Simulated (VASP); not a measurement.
Runs of VASP 6.6.1 on TaRe. The structure is that of space group Cmmm (No. 65), or close to it. The cells are those of the table. 

```tsv
potentials or basis	cell	cutoff (eV)	second run	gap on the mesh (eV)	pressure (GPa)
VASP PAW LDA potentials, release 64 (Ta_pv, Re)	a = 2.774, b = 2.774, c = 4.416 Å, angles 90.0, 90.0, 110.2°, 2 atoms	520	-	none	-4.8
VASP PAW LDA potentials, release 64 (Ta_sv_GW, Re_sv_GW)	a = 2.737, b = 2.737, c = 4.358 Å, angles 90.0, 90.0, 110.2°, 2 atoms	500	valence_matched	none	5.7
VASP PAW LDA potentials, release 64 (Ta_pv, Re)	a = 2.755, b = 2.755, c = 4.387 Å, angles 90.0, 90.0, 110.2°, 2 atoms	520	-	none	(b)
VASP PAW LDA potentials, release 64 (Ta_sv_GW, Re_sv_GW)	a = 2.774, b = 2.774, c = 4.416 Å, angles 90.0, 90.0, 110.2°, 2 atoms	500	valence_matched	none	-6.7
VASP PAW LDA potentials, release 64 (Ta_pv, Re)	a = 2.737, b = 2.737, c = 4.358 Å, angles 90.0, 90.0, 110.2°, 2 atoms	520	-	none	(a)
VASP PAW LDA potentials, release 64 (Ta_sv_GW, Re_sv_GW)	a = 2.755, b = 2.755, c = 4.387 Å, angles 90.0, 90.0, 110.2°, 2 atoms	500	valence_matched	none	-0.8
```

Alike in all rows: task single point; level LDA; no spin polarisation; k mesh 8 × 8 × 5; smearing gaussian 0.05 eV.

Question: Estimate the missing entries.

Answer: (a) 7.7; (b) 1.1.

Caveats: spin-orbit coupling is left out, which moves the levels of the heavy elements.

A k mesh can miss the band edges, and the runs leave out spin-orbit coupling on Re, Ta.

A gap of «none» marks levels without a gap at the run's occupations.

The runs don't all hold the same shells in valence.
